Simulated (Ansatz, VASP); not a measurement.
**ReP: VASP beside Ansatz**

The input INCAR:

```
SYSTEM = ReP
PREC = Accurate
ENCUT = 560
EDIFF = 1E-6
ISMEAR = 0
SIGMA = 0.05
LREAL = .False.
LASPH = .True.
NELM = 120
ALGO = Normal
ISIF = 2
LWAVE = .False.
LCHARG = .False.
GGA = PS
NBANDS = 17
GGA_COMPAT = .False.
```

The input KPOINTS:

```
regular mesh
0
Gamma
  12 12 12
  0 0 0
```

The input POSCAR:

```
ReP
1.0
    0.0000000000      2.6031828477      2.6031828477
    2.6031828477      0.0000000000      2.6031828477
    2.6031828477      2.6031828477      0.0000000000
Re P
1 1
Direct
    0.0000000000      0.0000000000      0.0000000000
    0.2500000000      0.2500000000      0.2500000000
```

Input for Ansatz:

```yaml
crystal:
  lattice:
    - [0.0, 2.6031828477, 2.6031828477]
    - [2.6031828477, 0.0, 2.6031828477]
    - [2.6031828477, 2.6031828477, 0.0]
  atoms:
    - { symbol: Re, position: [0.0, 0.0, 0.0] }
    - { symbol: P, position: [0.25, 0.25, 0.25] }
basis:
  ecutwfc: 420
  ecutrho_ratio: 4
kpoints:
  mp_grid: { grid: [12, 12, 12] }
hamiltonian:
  xc: pbesol
scf:
  occupations: { method: gaussian, width: 0.05 }
output:
  forces: true
  stress: true
  eigenvalues: true
```

Alike in both runs: task single point; functional PBEsol; k mesh 12 × 12 × 12; occupations gaussian, width 0.05 eV; no spin polarisation.

|  | VASP | Ansatz |
| --- | --- | --- |
| version | VASP 6.6.1 | Ansatz 0.2.0 |
| potentials or method | VASP PAW PBE potentials, release 64 (Re_sv_GW, P), cutoff 560 eV | scalar-relativistic, plane waves, PAW |
| valence electrons in the cell | 20 | 20 |

```csv
,VASP,Ansatz,Ansatz less VASP
gap on the k mesh at the Fermi level (eV),none,none,-
pressure (GPa),5.2,5.8,+0.57
```

VASP's potentials were made for PBE, not for PBEsol. A gap of «none» marks a metal or a gap that the smearing closes.

Neither program's run includes spin-orbit coupling.
